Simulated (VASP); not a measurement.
# AlNi (P4/mmm) in VASP: further runs

The runs below take AlNi through single point, with PBE.

All numbers are computed with VASP 6.6.1; they aren't measurements. Logs are shortened: lines on timing, memory, paths and dates and some standing lists are left out, and cuts for length are marked.

## 1. The cell of the first run

Symmetry: P4/mmm, No. 123, tetragonal system. Conventional cell: a = 2.925 Å, b = 2.925 Å, c = 2.795 Å, α = 90.00°, β = 90.00°, γ = 90.00°. Within 3.3 Å of Al (site symmetry 4/mmm) lie 8 Ni at 2.50 Å and 6 Al at 2.79 to 2.93 Å. Ni (site symmetry 4/mmm) has 8 Al at 2.50 Å and 6 Ni at 2.79 to 2.93 Å within 3.3 Å.

## 2. Single point, PBE, collinear spin, ferromagnetic start (z stretched by -3 % at fixed volume)

INCAR reads:

```
PREC = Accurate
ENCUT = 520
EDIFF = 1E-7
ISMEAR = -1
SIGMA = 0.03
LREAL = F
LASPH = T
NELM = 150
ALGO = Normal
ISIF = 2
LWAVE = F
LCHARG = F
ISPIN = 2
MAGMOM = 0 1.5
LORBIT = 11
LMAXMIX = 4
GGA = PE
NBANDS = 18
```

KPOINTS reads:

```
Automatic mesh
0
Gamma
  14 14 14
```

POSCAR reads:

```
AlNi
1.0
    2.9252123016      0.0000000000      0.0000000000
    0.0000000000      2.9252123016      0.0000000000
    0.0000000000      0.0000000000      2.7945700000
Al Ni
1 1
Direct
    0.0000000000      0.0000000000      0.0000000000
    0.5000000000      0.5000000000      0.5000000000
```

Potentials or basis: VASP PAW PBE potentials, release 64 (Al, Ni).

Launch:

```
cat potpaw_PBE.64/Al/POTCAR potpaw_PBE.64/Ni/POTCAR > POTCAR
mpirun -np 1 vasp_std > vasp.out
```

OUTCAR:

```text
PREC = Accurate
   ENCUT = 520
   EDIFF = 1E-7
   ISMEAR = -1
   LREAL = F
   LASPH = T
   NELM = 150
   ISIF = 2
   ISPIN = 2
   LORBIT = 11
   GGA = PE

 ion  position               nearest neighbor table
   1  0.000  0.000  0.000-   2 2.50   2 2.50   2 2.50   2 2.50   2 2.50   2 2.50   2 2.50   2 2.50

   2  0.500  0.500  0.500-   1 2.50   1 2.50   1 2.50   1 2.50   1 2.50   1 2.50   1 2.50   1 2.50

  LATTYP: Found a simple tetragonal cell.
 ALAT       =     2.9252123016
 C/A-ratio  =     0.9553392068

  Lattice vectors:

 A1 = (   2.9252123016,   0.0000000000,   0.0000000000)
 A2 = (   0.0000000000,   2.9252123016,   0.0000000000)
 A3 = (   0.0000000000,   0.0000000000,   2.7945700000)

Analysis of symmetry for initial positions (statically):
=====================================================================
 Subroutine PRICEL returns:
 Original cell was already a primitive cell.

 Routine SETGRP: Setting up the symmetry group for a
 simple tetragonal supercell.

 Subroutine GETGRP returns: Found 16 space group operations
 (whereof 16 operations were pure point group operations)
 out of a pool of 16 trial point group operations.

The static configuration has the point symmetry D_4h.

Analysis of symmetry for dynamics (positions and initial velocities):
=====================================================================
 Subroutine PRICEL returns:
 Original cell was already a primitive cell.

 Routine SETGRP: Setting up the symmetry group for a
 simple tetragonal supercell.

 Subroutine GETGRP returns: Found 16 space group operations
 (whereof 16 operations were pure point group operations)
 out of a pool of 16 trial point group operations.

The dynamic configuration has the point symmetry D_4h.

Analysis of structural, dynamic, and magnetic symmetry:
=====================================================================
 Subroutine PRICEL returns:
 Original cell was already a primitive cell.

 Routine SETGRP: Setting up the symmetry group for a
 simple tetragonal supercell.

 Subroutine GETGRP returns: Found 16 space group operations
 (whereof 16 operations were pure point group operations)
 out of a pool of 16 trial point group operations.

The overall configuration has the point symmetry D_4h.

 Subroutine INISYM returns: Found 16 space group operations
[... 115 lines left out ...]
   IMIX   =      4    mixing-type and parameters
     AMIX     =   0.40;   BMIX     =  1.00
     AMIX_MAG =   1.60;   BMIX_MAG =  1.00
  volume/ion in A,a.u.               =      11.96        80.69
  Fermi-wavevector in a.u.,A,eV,Ry     =   1.336122  2.524904 24.289410  1.785221
  Thomas-Fermi vector in A             =   2.464773
   LORBIT       =     11    0 simple, 1 ext, 2 COOP (PROOUT), +10 PAW based schemes
   GGA     = PE    functional components
   LHFCALC =     F    Hartree Fock is set to
   AEXX    =    0.0000 exact exchange contribution
   IVDW    =     0    specifies the selected vdW correction
   LEPSILON=     F    determine dielectric tensor
   LRPA    =     F    only Hartree local field effects (RPA)
 spin polarized calculation
  energy-cutoff  :      520.00
  volume of cell :       23.91
 maximum number of plane-waves:       662
 NGX is ok and might be reduce to    24
   NGX = 11   NGY = 11   NGZ = 11

 number of electron      13.0000004 magnetization      -0.0000479

 number of electron      13.0000004 magnetization       0.0000390

 Free energy of the ion-electron system (eV)
  ---------------------------------------------------
  ext. energy  EPLUGINS =         0.00000000
  ---------------------------------------------------
  free energy    TOTEN  =       -10.53001680 eV

  energy without entropy =      -10.52768262  energy(sigma->0) =      -10.52884971

 E-fermi :  10.0216     XC(G=0): -12.0482

 val. band max:       10.0182921663   @ k =   0.3571   0.3571   0.1429
 cond. band min:      10.0228641163   @ k =   0.0714   0.0000   0.3571
 fundamental gap:      0.0045719499
 Fermi energy:        10.0215650037

 spin component 1

 k-point     1 :       0.0000    0.0000    0.0000
  band No.  band energies     occupation
      1      -1.1137      1.00000
      2       6.7846      1.00000
      3       6.8032      1.00000
      4       8.4074      1.00000
      5       8.5278      1.00000
      6       8.5278      1.00000
[... 493 lines left out ...]
     17      31.6041      0.00000
     18      35.1528      0.00000

 [... further k-points ...]

 spin component 2

 k-point     1 :       0.0000    0.0000    0.0000
  band No.  band energies     occupation
      1      -1.1137      1.00000
      2       6.7847      1.00000
      3       6.8032      1.00000
      4       8.4074      1.00000
      5       8.5278      1.00000
      6       8.5278      1.00000
[... 493 lines left out ...]
     17      31.6041      0.00000
     18      35.1351      0.00000

 [... further k-points ...]

------------------------ aborting loop because EDIFF is reached ----------------------------------------

  FORCE on cell =-STRESS in cart. coord.  units (eV):
  Direction    XX          YY          ZZ          XY          YZ          ZX
  --------------------------------------------------------------------------------------
  -------------------------------------------------------------------------------------
  Total        0.1560669      0.1560669      0.6393358      0.0000000      0.0000000      0.0000000
  in kB       10.4566240     10.4566240     42.8360937      0.0000000      0.0000000      0.0000000
  external PRESSURE =      21.2497806 kB  Pullay stress =       0.0000000 kB

 VOLUME and BASIS-vectors are now :
 -----------------------------------------------------------------------------
  energy-cutoff  :      520.00
  volume of cell :       23.91
      direct lattice vectors                 reciprocal lattice vectors
     2.925212302  0.000000000  0.000000000     0.341855529  0.000000000  0.000000000
     0.000000000  2.925212302  0.000000000     0.000000000  0.341855529  0.000000000
     0.000000000  0.000000000  2.794570000     0.000000000  0.000000000  0.357836805

 POSITION                                       TOTAL-FORCE (eV/Angst)
 -----------------------------------------------------------------------------------
      0.00000      0.00000      0.00000         0.000000      0.000000      0.000000
      1.46261      1.46261      1.39729         0.000000      0.000000      0.000000
 -----------------------------------------------------------------------------------
    total drift:                                0.000000      0.000000     -0.000000

  FREE ENERGIE OF THE ION-ELECTRON SYSTEM (eV)
  ---------------------------------------------------
  free  energy   TOTEN  =       -10.5300168031 eV

  energy  without entropy=      -10.5276826196  energy(sigma->0) =      -10.52884971

 total charge

# of ion       s       p       d       tot
------------------------------------------
    1        0.384   0.414   0.000   0.799
    2        0.475   0.516   8.473   9.465
--------------------------------------------------
tot          0.860   0.931   8.473  10.263

 magnetization (x)

# of ion       s       p       d       tot
------------------------------------------
    1       -0.000  -0.000   0.000  -0.000
    2        0.000  -0.000   0.000   0.000
--------------------------------------------------
tot          0.000  -0.000   0.000   0.000
```

OSZICAR:

```text
N       E                     dE             d eps       ncg     rms          rms(c)
DAV:   1     0.461985806899E+02    0.46199E+02   -0.50464E+03 21252   0.755E+02
DAV:   2    -0.915047640359E+01   -0.55349E+02   -0.48705E+02 22674   0.163E+02
DAV:   3    -0.117994954973E+02   -0.26490E+01   -0.25971E+01 24904   0.367E+01
DAV:   4    -0.118338223920E+02   -0.34327E-01   -0.34298E-01 24170   0.369E+00
DAV:   5    -0.118345864367E+02   -0.76404E-03   -0.76398E-03 24302   0.600E-01    0.132E+01
DAV:   6    -0.142574428817E+02   -0.24229E+01   -0.43591E+01 23824   0.779E+01    0.174E+01
DAV:   7    -0.105532418426E+02    0.37042E+01   -0.13144E+01 23944   0.456E+01    0.180E+00
DAV:   8    -0.105427832102E+02    0.10459E-01   -0.36872E-01 27088   0.578E+00    0.111E+00
DAV:   9    -0.105293363091E+02    0.13447E-01   -0.46057E-02 25078   0.197E+00    0.639E-01
DAV:  10    -0.105299801344E+02   -0.64383E-03   -0.15730E-03 28616   0.381E-01    0.221E-01
DAV:  11    -0.105299243054E+02    0.55829E-04   -0.21850E-03 27352   0.400E-01    0.100E-01
DAV:  12    -0.105300204003E+02   -0.96095E-04   -0.26183E-04 26800   0.149E-01    0.388E-02
DAV:  13    -0.105300174846E+02    0.29158E-05   -0.12582E-05 27938   0.371E-02    0.156E-02
DAV:  14    -0.105300170273E+02    0.45729E-06   -0.14016E-06 25520   0.124E-02    0.578E-03
DAV:  15    -0.105300168473E+02    0.17992E-06   -0.88654E-08 12862   0.273E-03    0.209E-03
DAV:  16    -0.105300168031E+02    0.44207E-07   -0.15423E-08 11294   0.129E-03
   1 F= -.10530017E+02 E0= -.10528850E+02  d E =-.233418E-02  mag=    -0.0000
```

stdout:

```text
POSCAR found type information on POSCAR AlNi
 POSCAR found :  2 types and       2 ions
 scaLAPACK will be used
 LDA part: xc-table for (Slater+PW92), standard interpolation
 POSCAR, INCAR and KPOINTS ok, starting setup
 FFT: planning ... GRIDC
 FFT: planning ... GRID_SOFT
 FFT: planning ... GRID
 WAVECAR not read
 entering main loop
```

It took 7.6 min on 1 thread of AMD EPYC 7R13, shared host; peak memory 0.27 GiB.

Results:

- Free energy: -10.5300 eV
- Pressure: 2.1 GPa
- Net moment: 0.00 μB per cell
- Valence electrons inside the program's atomic spheres: Al 0.80; Ni 9.46

Levels at points of the mesh, in eV from the Fermi level:
Spin up:
```
           k point  band 5  band 6  band 7  band 8  band 9  band 10
(0.00, 0.00, 0.00)   -1.49   -1.49    4.97    4.97    6.63     7.94
(0.50, 0.00, 0.00)   -2.07   -1.42   -0.75    8.22    9.46    10.29
(0.50, 0.50, 0.00)   -1.94   -1.94   -1.07    1.20    2.21    13.07
(0.00, 0.00, 0.50)   -2.33   -1.50   -0.42    8.30    9.65     9.65
(0.50, 0.00, 0.50)   -2.16   -2.10   -0.99    1.65    2.60    11.93
(0.50, 0.50, 0.50)   -0.93    1.99    1.99    2.08    3.70     4.13
```
Spin down:
| k point | band 4 | band 5 | band 6 | band 7 | band 8 | band 9 | band 10 | band 11 |
| --- | --- | --- | --- | --- | --- | --- | --- | --- |
| (0.00, 0.00, 0.00) | -1.61 | -1.49 | -1.49 | 4.97 | 4.97 | 6.63 | 7.94 | 8.21 |
| (0.50, 0.00, 0.00) | -2.32 | -2.07 | -1.42 | -0.75 | 8.22 | 9.46 | 10.29 | 11.03 |
| (0.50, 0.50, 0.00) | -3.08 | -1.94 | -1.94 | -1.07 | 1.20 | 2.21 | 13.07 | 15.82 |
| (0.00, 0.00, 0.50) | -2.33 | -2.33 | -1.50 | -0.42 | 8.30 | 9.65 | 9.65 | 10.76 |
| (0.50, 0.00, 0.50) | -2.66 | -2.16 | -2.10 | -0.99 | 1.65 | 2.60 | 11.93 | 14.58 |
| (0.50, 0.50, 0.50) | -1.03 | -0.93 | 1.99 | 1.99 | 2.08 | 3.70 | 4.13 | 4.61 |

Caveat: the starting moments collapsed, and a magnetic state may lie lower.

## 3. Single point, PBE, collinear spin, ferromagnetic start (z stretched by +4 % at fixed volume)

INCAR reads:

```
SYSTEM = AlNi
PREC = Accurate
ENCUT = 520
EDIFF = 1E-6
ISMEAR = -1
SIGMA = 0.03
LREAL = .FALSE.
LASPH = .TRUE.
NELM = 150
ALGO = Normal
ISIF = 2
LWAVE = .FALSE.
LCHARG = .FALSE.
ISPIN = 2
MAGMOM = 0 1.5
LORBIT = 11
LMAXMIX = 4
GGA = PE
NBANDS = 18
```

KPOINTS reads:

```
regular mesh
0
G
  14 14 14
  0 0 0
```

POSCAR reads:

```
AlNi
1.0
    2.8250529267      0.0000000000      0.0000000000
    0.0000000000      2.8250529267      0.0000000000
    0.0000000000      0.0000000000      2.9962400000
Al Ni
1 1
Direct
    0.0000000000      0.0000000000      0.0000000000
    0.5000000000      0.5000000000      0.5000000000
```

Potentials or basis: VASP PAW PBE potentials, release 64 (Al, Ni).

Launch:

```
cat potpaw_PBE.64/Al/POTCAR potpaw_PBE.64/Ni/POTCAR > POTCAR
mpirun -np 1 vasp_std > vasp.out
```

Wall time 6.2 min (1 thread of AMD EPYC 7R13, shared host); peak memory 0.26 GiB.

The run converged. Its results:

- Free energy: -10.5251 eV
- Pressure: 2.5 GPa
- Net moment: 0.00 μB per cell
- Valence electrons inside the program's atomic spheres: Al 0.80; Ni 9.46

Stress tensor (GPa, compression positive):
```
3.69 0.00 0.00
0.00 3.69 0.00
0.00 0.00 0.18
```

Levels at points of the mesh, in eV from the Fermi level:
Spin up:
| k point | band 5 | band 6 | band 7 | band 8 | band 9 | band 10 |
| --- | --- | --- | --- | --- | --- | --- |
| (0.00, 0.00, 0.00) | -1.58 | -1.43 | 4.16 | 6.22 | 6.22 | 7.74 |
| (0.50, 0.00, 0.00) | -2.13 | -1.48 | -0.50 | 8.18 | 8.84 | 10.00 |
| (0.50, 0.50, 0.00) | -2.23 | -2.23 | -0.92 | 1.85 | 2.81 | 11.39 |
| (0.00, 0.00, 0.50) | -2.14 | -1.37 | -0.93 | 8.31 | 10.55 | 10.55 |
| (0.50, 0.00, 0.50) | -2.01 | -1.96 | -1.08 | 1.35 | 2.29 | 12.79 |
| (0.50, 0.50, 0.50) | -0.90 | 1.94 | 2.07 | 2.07 | 3.71 | 4.24 |
Spin down:
```tsv
k point	band 5	band 6	band 7	band 8	band 9	band 10
(0.00, 0.00, 0.00)	-1.58	-1.44	4.16	6.22	6.22	7.74
(0.50, 0.00, 0.00)	-2.13	-1.48	-0.50	8.18	8.84	10.00
(0.50, 0.50, 0.00)	-2.23	-2.23	-0.92	1.85	2.81	11.39
(0.00, 0.00, 0.50)	-2.14	-1.37	-0.93	8.31	10.55	10.55
(0.50, 0.00, 0.50)	-2.02	-1.96	-1.08	1.35	2.29	12.79
(0.50, 0.50, 0.50)	-0.90	1.94	2.07	2.07	3.71	4.24
```

Caveat: the starting moments collapsed, and a magnetic state may lie lower.
